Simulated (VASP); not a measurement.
# Cd3TeO2 (Pn-3m) in VASP: relaxation of cell and atoms with PBE

Aim: the relaxation of cell and atoms of Cd3TeO2 with PBE.

All numbers are computed with VASP 6.6.1; they aren't measurements. Logs are shortened: lines on timing, memory, paths and dates and some standing lists are left out, and cuts for length are marked.

### 1 The cell of the first run

It takes space group Pn-3m (No. 224, cubic). The conventional cell has a = 6.130 Å, b = 6.130 Å, c = 6.130 Å, α = 90.00°, β = 90.00°, γ = 90.00°. Within 3.5 Å of Cd (site symmetry -42m) lie 4 O at 2.65 Å and 4 Cd at 3.06 Å and 2 Te at 3.06 Å. Within 3.5 Å of Te (site symmetry -43m) lie 4 O at 2.65 Å and 6 Cd at 3.06 Å. Within 3.5 Å of O (site symmetry -3m) lie 6 Cd at 2.65 Å and 2 Te at 2.65 Å.

The cell was generated, and may not be a known phase.

### 2 Relaxation of cell and atoms, PBE

The input, INCAR:

```
SYSTEM = Cd3TeO2
PREC     = Accurate       ! precision mode
ENCUT    = 600            ! plane-wave cutoff, eV
EDIFF    = 1E-6           ! SCF threshold, eV
ISMEAR   = 0              ! smearing method
SIGMA    = 0.1            ! smearing width, eV
LREAL    = .False.        ! projectors in reciprocal space
LASPH    = .True.         ! aspherical terms in the spheres
NELM     = 80             ! most SCF steps
ALGO     = Normal         ! electronic algorithm
ISIF     = 3              ! what is computed and relaxed
LWAVE    = .False.        ! write WAVECAR
LCHARG   = .False.        ! write CHGCAR
GGA      = PE             ! functional
IBRION   = 2              ! ionic algorithm
NSW      = 100            ! ionic steps
EDIFFG   = -0.01          ! ionic threshold
```

The input, KPOINTS:

```
Automatic mesh
0
Gamma
  6 6 6
  0 0 0
```

The input, POSCAR:

```
Cd3TeO2
1.0
    6.1299428461      0.0000000000      0.0000000000
    0.0000000000      6.1299428461      0.0000000000
    0.0000000000      0.0000000000      6.1299428461
Cd Te O
6 2 4
Direct
    0.0000000000      0.5000000000      0.5000000000
    0.5000000000      0.0000000000      0.5000000000
    0.5000000000      0.5000000000      0.0000000000
    0.0000000000      0.5000000000      0.0000000000
    0.5000000000      0.0000000000      0.0000000000
    0.0000000000      0.0000000000      0.5000000000
    0.0000000000      0.0000000000      0.0000000000
    0.5000000000      0.5000000000      0.5000000000
    0.2500000000      0.2500000000      0.2500000000
    0.7500000000      0.7500000000      0.2500000000
    0.7500000000      0.2500000000      0.7500000000
    0.2500000000      0.7500000000      0.7500000000
```

Potentials or basis: VASP PAW PBE potentials, release 64 (Cd, Te, O).

Run with:

```console
> cat potpaw_PBE.64/Cd/POTCAR potpaw_PBE.64/Te/POTCAR potpaw_PBE.64/O/POTCAR > POTCAR
> mpirun -np 1 vasp_std > vasp.out
```

OUTCAR:

```text
SYSTEM = Cd3TeO2
   PREC = Accurate
   ENCUT = 600
   EDIFF = 1E-6
   ISMEAR = 0
   LREAL = .False.
   LASPH = .True.
   NELM = 80
   ISIF = 3
   GGA = PE
   IBRION = 2
   NSW = 100
   EDIFFG = -0.01

 ion  position               nearest neighbor table
   1  0.000  0.500  0.500-   9 2.65  10 2.65  11 2.65  12 2.65   6 3.06   8 3.06   4 3.06   4 3.06
                             6 3.06   8 3.06
   2  0.500  0.000  0.500-   9 2.65  10 2.65  11 2.65  12 2.65   6 3.06   8 3.06   5 3.06   5 3.06
                             8 3.06   6 3.06
   3  0.500  0.500  0.000-   9 2.65  10 2.65  11 2.65  12 2.65   5 3.06   8 3.06   4 3.06   8 3.06
                             5 3.06   4 3.06
   4  0.000  0.500  0.000-   9 2.65  10 2.65  11 2.65  12 2.65   3 3.06   7 3.06   1 3.06   1 3.06
                             7 3.06   3 3.06
   5  0.500  0.000  0.000-   9 2.65  10 2.65  11 2.65  12 2.65   3 3.06   7 3.06   2 3.06   2 3.06
                             3 3.06   7 3.06
   6  0.000  0.000  0.500-   9 2.65  10 2.65  11 2.65  12 2.65   2 3.06   7 3.06   1 3.06   7 3.06
                             1 3.06   2 3.06
   7  0.000  0.000  0.000-   9 2.65  10 2.65  11 2.65  12 2.65   5 3.06   6 3.06   4 3.06   6 3.06
                             4 3.06   5 3.06
   8  0.500  0.500  0.500-   9 2.65  10 2.65  11 2.65  12 2.65   2 3.06   3 3.06   1 3.06   3 3.06
                             2 3.06   1 3.06
   9  0.250  0.250  0.250-   1 2.65   2 2.65   3 2.65   4 2.65   5 2.65   6 2.65   7 2.65   8 2.65

  10  0.750  0.750  0.250-   1 2.65   2 2.65   3 2.65   4 2.65   5 2.65   6 2.65   7 2.65   8 2.65

  11  0.750  0.250  0.750-   1 2.65   2 2.65   3 2.65   4 2.65   5 2.65   6 2.65   7 2.65   8 2.65

  12  0.250  0.750  0.750-   1 2.65   2 2.65   3 2.65   4 2.65   5 2.65   6 2.65   7 2.65   8 2.65

  LATTYP: Found a simple cubic cell.
 ALAT       =     6.1299428461

  Lattice vectors:

 A1 = (   6.1299428461,   0.0000000000,   0.0000000000)
 A2 = (   0.0000000000,   6.1299428461,   0.0000000000)
 A3 = (   0.0000000000,   0.0000000000,   6.1299428461)

Analysis of symmetry for initial positions (statically):
=====================================================================
 Subroutine PRICEL returns:
 Original cell was already a primitive cell.

 Routine SETGRP: Setting up the symmetry group for a
 simple cubic supercell.

 Subroutine GETGRP returns: Found 48 space group operations
 (whereof 24 operations were pure point group operations)
 out of a pool of 48 trial point group operations.

The static configuration has the point symmetry T_d .
 The point group associated with its full space group is O_h .

Analysis of symmetry for dynamics (positions and initial velocities):
=====================================================================
 Subroutine PRICEL returns:
 Original cell was already a primitive cell.

 Routine SETGRP: Setting up the symmetry group for a
 simple cubic supercell.

 Subroutine GETGRP returns: Found 48 space group operations
 (whereof 24 operations were pure point group operations)
 out of a pool of 48 trial point group operations.

The dynamic configuration has the point symmetry T_d .
 The point group associated with its full space group is O_h .

 Subroutine INISYM returns: Found 48 space group operations
 (whereof 24 operations are pure point group operations),
 and found     1 'primitive' translations

----------------------------------------------------------------------------------------

                                     Primitive cell

  volume of cell :     230.3400
[... 131 lines left out ...]
   AEXX    =    0.0000 exact exchange contribution
   IVDW    =     0    specifies the selected vdW correction
   LEPSILON=     F    determine dielectric tensor
   LRPA    =     F    only Hartree local field effects (RPA)
 conjugate gradient relaxation of ions
 non-spin polarized calculation
 Gauss-broadening in eV      SIGMA  =   0.10
  energy-cutoff  :      600.00
  volume of cell :      230.34
 maximum number of plane-waves:      7720
 NGX is ok and might be reduce to    50
   NGX = 25   NGY = 25   NGZ = 25

--------------------------------------- Ionic step        1  -------------------------------------------

 number of electron     107.9999975 magnetization

 Free energy of the ion-electron system (eV)
  ---------------------------------------------------
  ext. energy  EPLUGINS =         0.00000000
  ---------------------------------------------------
  free energy    TOTEN  =       -29.79227897 eV

  energy without entropy =      -29.69187590  energy(sigma->0) =      -29.74207744

------------------------ aborting loop because EDIFF is reached ----------------------------------------

  FORCE on cell =-STRESS in cart. coord.  units (eV):
  Direction    XX          YY          ZZ          XY          YZ          ZX
  --------------------------------------------------------------------------------------
  -------------------------------------------------------------------------------------
  Total        0.2759595      0.2759595      0.2759595     -0.0000000      0.0000000     -0.0000000
  in kB        1.9194935      1.9194935      1.9194935     -0.0000000      0.0000000     -0.0000000
  external PRESSURE =       1.9194935 kB  Pullay stress =       0.0000000 kB

 VOLUME and BASIS-vectors are now :
 -----------------------------------------------------------------------------
  energy-cutoff  :      600.00
  volume of cell :      230.34
      direct lattice vectors                 reciprocal lattice vectors
     6.129942846  0.000000000  0.000000000     0.163133658  0.000000000  0.000000000
     0.000000000  6.129942846  0.000000000     0.000000000  0.163133658  0.000000000
     0.000000000  0.000000000  6.129942846     0.000000000  0.000000000  0.163133658

 POSITION                                       TOTAL-FORCE (eV/Angst)
 -----------------------------------------------------------------------------------
      0.00000      3.06497      3.06497        -0.000000     -0.000000     -0.000000
      3.06497      0.00000      3.06497        -0.000000      0.000000     -0.000000
      3.06497      3.06497      0.00000         0.000000      0.000000     -0.000000
      0.00000      3.06497      0.00000         0.000000     -0.000000      0.000000
      3.06497      0.00000      0.00000         0.000000      0.000000      0.000000
      0.00000      0.00000      3.06497        -0.000000     -0.000000      0.000000
      0.00000      0.00000      0.00000        -0.000000      0.000000     -0.000000
      3.06497      3.06497      3.06497         0.000000     -0.000000      0.000000
      1.53249      1.53249      1.53249         0.000000      0.000000     -0.000000
      4.59746      4.59746      1.53249         0.000000     -0.000000      0.000000
      4.59746      1.53249      4.59746        -0.000000     -0.000000      0.000000
      1.53249      4.59746      4.59746        -0.000000      0.000000      0.000000
 -----------------------------------------------------------------------------------
    total drift:                                0.000000      0.000000     -0.000000

  FREE ENERGIE OF THE ION-ELECTRON SYSTEM (eV)
  ---------------------------------------------------
  free  energy   TOTEN  =       -29.7922789700 eV

  energy  without entropy=      -29.6918759045  energy(sigma->0) =      -29.74207744

--------------------------------------- Ionic step        2  -------------------------------------------

 number of electron     107.9999981 magnetization

 Free energy of the ion-electron system (eV)
  ---------------------------------------------------
  ext. energy  EPLUGINS =         0.00000000
  ---------------------------------------------------
  free energy    TOTEN  =       -29.79268178 eV

  energy without entropy =      -29.69102269  energy(sigma->0) =      -29.74185224

 E-fermi :   3.9254     XC(G=0): -10.4681

 val. band max:        3.9186432166   @ k =   0.5000   0.3333   0.0000
 cond. band min:       3.9325481218   @ k =   0.3333   0.3333   0.0000
 fundamental gap:      0.0139049052
 Fermi energy:         3.9254035521

 k-point     1 :       0.0000    0.0000    0.0000
  band No.  band energies     occupation
      1     -13.9842      2.00000
      2     -13.7338      2.00000
      3     -13.7338      2.00000
      4     -13.7338      2.00000
      5      -8.2353      2.00000
      6      -7.4507      2.00000
[... 1329 lines left out ...]
     63       7.2250      0.00000
     64       8.5157      0.00000

------------------------ aborting loop because EDIFF is reached ----------------------------------------

  FORCE on cell =-STRESS in cart. coord.  units (eV):
  Direction    XX          YY          ZZ          XY          YZ          ZX
  --------------------------------------------------------------------------------------
  -------------------------------------------------------------------------------------
  Total       -0.0378409     -0.0378409     -0.0378409      0.0000000     -0.0000000      0.0000000
  in kB       -0.2623361     -0.2623361     -0.2623361      0.0000000     -0.0000000      0.0000000
  external PRESSURE =      -0.2623361 kB  Pullay stress =       0.0000000 kB

 VOLUME and BASIS-vectors are now :
 -----------------------------------------------------------------------------
  energy-cutoff  :      600.00
  volume of cell :      231.11
      direct lattice vectors                 reciprocal lattice vectors
     6.136743516  0.000000000 -0.000000000     0.162952875  0.000000000  0.000000000
    -0.000000000  6.136743516 -0.000000000     0.000000000  0.162952875  0.000000000
    -0.000000000  0.000000000  6.136743516     0.000000000  0.000000000  0.162952875

 POSITION                                       TOTAL-FORCE (eV/Angst)
 -----------------------------------------------------------------------------------
      6.13674      3.06837      3.06837        -0.000000      0.000000      0.000000
      3.06837      0.00000      3.06837         0.000000      0.000000      0.000000
      3.06837      3.06837      6.13674         0.000000      0.000000     -0.000000
     -0.00000      3.06837     -0.00000        -0.000000     -0.000000      0.000000
      3.06837      0.00000     -0.00000         0.000000     -0.000000     -0.000000
      6.13674      6.13674      3.06837         0.000000     -0.000000     -0.000000
      6.13674      0.00000      6.13674         0.000000     -0.000000      0.000000
      3.06837      3.06837      3.06837        -0.000000      0.000000     -0.000000
      1.53419      1.53419      1.53419         0.000000      0.000000     -0.000000
      4.60256      4.60256      1.53419         0.000000     -0.000000      0.000000
      4.60256      1.53419      4.60256        -0.000000      0.000000     -0.000000
      1.53419      4.60256      4.60256         0.000000      0.000000     -0.000000
 -----------------------------------------------------------------------------------
    total drift:                                0.000000      0.000000      0.000000

  FREE ENERGIE OF THE ION-ELECTRON SYSTEM (eV)
  ---------------------------------------------------
  free  energy   TOTEN  =       -29.7926817844 eV

  energy  without entropy=      -29.6910226860  energy(sigma->0) =      -29.74185224

 reached required accuracy - stopping structural energy minimisation
```

Wall time 10 min (1 thread of Intel Xeon 8259CL, shared host); peak memory 0.53 GiB.

Results:

```yaml
Free_energy: -29.7927 eV
Relaxed_volume: 19.26 Å³/atom
Relaxed_cell: a = 6.137 Å, b = 6.137 Å, c = 6.137 Å, α = 90.00°, β = 90.00°, γ = 90.00°
Space_group_after_relaxing_to_0.1_Å: Pn-3m (No. 224)
Energy_gained_by_relaxing: 0.0 meV/atom
Ionic_steps: 2
Pressure_after_relaxing: 0.0 GPa
Band_gap_on_the_k_mesh: zero (bands 54 and 55 overlap by 0.42 eV)
```

Step by step:
```csv
step,energy change (eV),largest force (eV/Å),pressure (GPa),volume (Å³)
1,0.0000,0.0000,0.19,230.34
2,-0.0004,0.0000,-0.03,231.11
```

Final structure:
```
CELL_PARAMETERS angstrom
6.13674 0.00000 0.00000
0.00000 6.13674 0.00000
0.00000 0.00000 6.13674
ATOMIC_POSITIONS crystal
Cd 0.00000 0.50000 0.50000
Cd 0.50000 0.00000 0.50000
Cd 0.50000 0.50000 0.00000
Cd 0.00000 0.50000 0.00000
Cd 0.50000 0.00000 0.00000
Cd 0.00000 0.00000 0.50000
Te 0.00000 0.00000 0.00000
Te 0.50000 0.50000 0.50000
O 0.25000 0.25000 0.25000
O 0.75000 0.75000 0.25000
O 0.75000 0.25000 0.75000
O 0.25000 0.75000 0.75000
```

Levels at points of the mesh, in eV from the Fermi level:
```csv
k point,band 51,band 52,band 53,band 54,band 55,band 56,band 57,band 58
"(0.00, 0.00, 0.00)",-2.85,-1.96,0.31,0.31,0.55,0.55,0.55,0.76
"(0.50, 0.00, 0.00)",-1.65,-1.65,-0.28,-0.28,0.08,0.08,0.60,0.60
"(0.50, 0.50, 0.00)",-0.89,-0.89,-0.13,-0.13,-0.04,-0.04,0.62,0.62
"(0.50, 0.50, 0.50)",-1.96,-0.05,-0.05,-0.05,0.32,0.32,0.32,2.43
```

Caveat: semilocal functionals underestimate gaps, and a narrow one can read as zero; spin-orbit coupling is left out, which moves the levels of the heavy elements.
